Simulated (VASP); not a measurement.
# Al (P6_3/mmc) in VASP: notebook, part 2 of 3

VASP 6.6.1. The steps go on from the part before.

**3. Single point, r2SCAN**

File POSCAR:

```
Al
1.0
    2.8278495145      0.0000002888      0.0000000000
   -1.4139250073      2.4489893733      0.0000000000
    0.0000000000      0.0000000000      9.1885021863
Al
4
Direct
    0.0000000000      0.0000000000      0.0000000000
    0.3333333333      0.6666666667      0.2500000000
    0.0000000000      0.0000000000      0.5000000000
    0.6666666667      0.3333333333      0.7500000000
```

File INCAR.step1:

```
SYSTEM = Al
ALGO = Normal
EDIFF = 1E-4
ENCUT = 520
GGA = PE
ISMEAR = 1
LASPH = .True.
LCHARG = .False.
LREAL = .False.
LWAVE = .True.
NBANDS = 14
NELM = 60
PREC = Accurate
SIGMA = 0.05
```

File INCAR.step2:

```
SYSTEM = Al
ALGO = Normal
EDIFF = 1E-6
ENCUT = 520
ISIF = 2
ISMEAR = 1
ISTART = 1
LASPH = .True.
LCHARG = .True.
LELF = .True.
LMIXTAU = .True.
LREAL = .False.
LVHAR = .True.
LWAVE = .False.
METAGGA = R2SCAN
NBANDS = 14
NELM = 60
PREC = Accurate
SIGMA = 0.05
```

File KPOINTS:

```
k-points
0
Gamma
  9 9 3
  0 0 0
```

Potentials or basis: VASP PAW PBE potentials, release 64 (Al).

Run with:

```console
$ cat potpaw_PBE.64/Al/POTCAR > POTCAR
$ cp INCAR.step1 INCAR
$ mpirun -np 1 vasp_std > vasp.out
$ cp INCAR.step2 INCAR
$ mpirun -np 1 vasp_std > vasp.out
```

OUTCAR:

```text
SYSTEM = Al
   EDIFF = 1E-6
   ENCUT = 520
   ISIF = 2
   ISMEAR = 1
   ISTART = 1
   LASPH = .True.
   LREAL = .False.
   METAGGA = R2SCAN
   NELM = 60
   PREC = Accurate

 ion  position               nearest neighbor table
   1  0.000  0.000  0.000-   2 2.82   4 2.82   4 2.82   2 2.82   4 2.82   2 2.82
   2  0.333  0.667  0.250-   1 2.82   3 2.82   1 2.82   3 2.82   1 2.82   3 2.82
   3  0.000  0.000  0.500-   2 2.82   4 2.82   4 2.82   2 2.82   4 2.82   2 2.82
   4  0.667  0.333  0.750-   1 2.82   3 2.82   1 2.82   3 2.82   1 2.82   3 2.82

  LATTYP: Found a hexagonal cell.
 ALAT       =     2.8278495145
 C/A-ratio  =     3.2492896596

  Lattice vectors:

 A1 = (   2.8278495145,   0.0000002888,   0.0000000000)
 A2 = (  -1.4139250073,   2.4489893733,   0.0000000000)
 A3 = (   0.0000000000,   0.0000000000,   9.1885021863)

Analysis of symmetry for initial positions (statically):
=====================================================================
 Subroutine PRICEL returns:
 Original cell was already a primitive cell.

 Routine SETGRP: Setting up the symmetry group for a
 hexagonal supercell.
[... 190 lines left out ...]
      9      20.0139      0.00000
     10      20.1299      0.00000
     11      20.1299      0.00000
     12      21.0900      0.00000
     13      21.0900      0.00000
     14      21.2466      0.00000
[... 377 lines left out ...]
      1       4.8826      2.00000
      2       4.9424      2.00000
      3       4.9424      2.00000
      4       5.3504      2.00000
      5       5.5314      2.00000
      6       5.5314      2.00000
      7       7.8092      2.00000
      8       7.8092      2.00000
      9       8.3245     -0.06984
     10       9.8128      0.00000
     11      10.1126      0.00000
     12      10.1126      0.00000
     13      14.3738      0.00000
     14      14.3738      0.00000

------------------------ aborting loop because EDIFF is reached ----------------------------------------

  FORCE on cell =-STRESS in cart. coord.  units (eV):
  Direction    XX          YY          ZZ          XY          YZ          ZX
  --------------------------------------------------------------------------------------
  -------------------------------------------------------------------------------------
  Total       -0.5910321     -0.5910321      0.7562848     -0.0000000      0.0000000      0.0000000
  in kB      -14.8810552    -14.8810552     19.0418012     -0.0000000      0.0000000      0.0000000
  external PRESSURE =      -3.5734364 kB  Pullay stress =       0.0000000 kB

 VOLUME and BASIS-vectors are now :
 -----------------------------------------------------------------------------
  energy-cutoff  :      520.00
  volume of cell :       63.63
      direct lattice vectors                 reciprocal lattice vectors
     2.827849514  0.000000289  0.000000000     0.353625586  0.204165875  0.000000000
    -1.413925007  2.448989373  0.000000000    -0.000000042  0.408331678  0.000000000
     0.000000000  0.000000000  9.188502186     0.000000000  0.000000000  0.108831666

 POSITION                                       TOTAL-FORCE (eV/Angst)
 -----------------------------------------------------------------------------------
      0.00000      0.00000      0.00000        -0.000000     -0.000000     -0.000000
     -0.00000      1.63266      2.29713        -0.000000      0.000000      0.000000
      0.00000      0.00000      4.59425        -0.000000     -0.000000     -0.000000
      1.41392      0.81633      6.89138         0.000000     -0.000000     -0.000000
 -----------------------------------------------------------------------------------
    total drift:                               -0.000000      0.000000      0.000000

  FREE ENERGIE OF THE ION-ELECTRON SYSTEM (eV)
  ---------------------------------------------------
  free  energy   TOTEN  =       -26.8809112260 eV

  energy  without entropy=      -26.8804108102  energy(sigma->0) =      -26.88074442
```

OUTCAR.step1:

```text
SYSTEM = Al
   EDIFF = 1E-4
   ENCUT = 520
   GGA = PE
   ISMEAR = 1
   LASPH = .True.
   LREAL = .False.
   NELM = 60
[... 635 lines left out ...]
     -0.00000      1.63266      2.29713         0.000000     -0.000000     -0.000000
      0.00000      0.00000      4.59425        -0.000000      0.000000      0.000000
      1.41392      0.81633      6.89138        -0.000000      0.000000      0.000000
 -----------------------------------------------------------------------------------
    total drift:                               -0.000000      0.000000      0.000000

  FREE ENERGIE OF THE ION-ELECTRON SYSTEM (eV)
  ---------------------------------------------------
  free  energy   TOTEN  =       -14.8875063017 eV

  energy  without entropy=      -14.8867173469  energy(sigma->0) =      -14.88724332
```

OSZICAR.step1:

```text
N       E                     dE             d eps       ncg     rms          rms(c)
DAV:   1     0.540395004360E+01    0.54040E+01   -0.39942E+03   672   0.645E+02
DAV:   2    -0.142695887112E+02   -0.19674E+02   -0.18113E+02   890   0.891E+01
DAV:   3    -0.149804326331E+02   -0.71084E+00   -0.69570E+00   914   0.131E+01
DAV:   4    -0.149855928319E+02   -0.51602E-02   -0.51589E-02   804   0.139E+00
DAV:   5    -0.149856489156E+02   -0.56084E-04   -0.56082E-04   944   0.153E-01    0.273E+00
DAV:   6    -0.149285708714E+02    0.57078E-01   -0.59473E-03   800   0.439E-01    0.159E+00
DAV:   7    -0.148879612713E+02    0.40610E-01   -0.15230E-02   834   0.659E-01    0.228E-01
DAV:   8    -0.148875429365E+02    0.41833E-03   -0.37123E-04   904   0.990E-02    0.466E-02
DAV:   9    -0.148875063017E+02    0.36635E-04   -0.69291E-05   554   0.389E-02
   1 F= -.14887506E+02 E0= -.14887243E+02  d E =-.788955E-03
```

Run time: 34 s. Hardware: 1 thread of Intel Xeon 6975P-C (Granite Rapids), shared host; peak memory 0.19 GiB.

Results:

```
Free energy            : -26.8809 eV
Pressure               : -0.4 GPa
Band gap on the k mesh : zero (band 6 reaches 12.67 eV, above the bottom of band 7 at 6.97 eV)
```

Stress tensor (GPa, compression positive):
```
-1.49  0.00  0.00
 0.00 -1.49  0.00
 0.00  0.00  1.90
```

Caveat: the PAW data sets were made with another functional, which shifts forces and pressure a little.

[end of part 2 of 3]
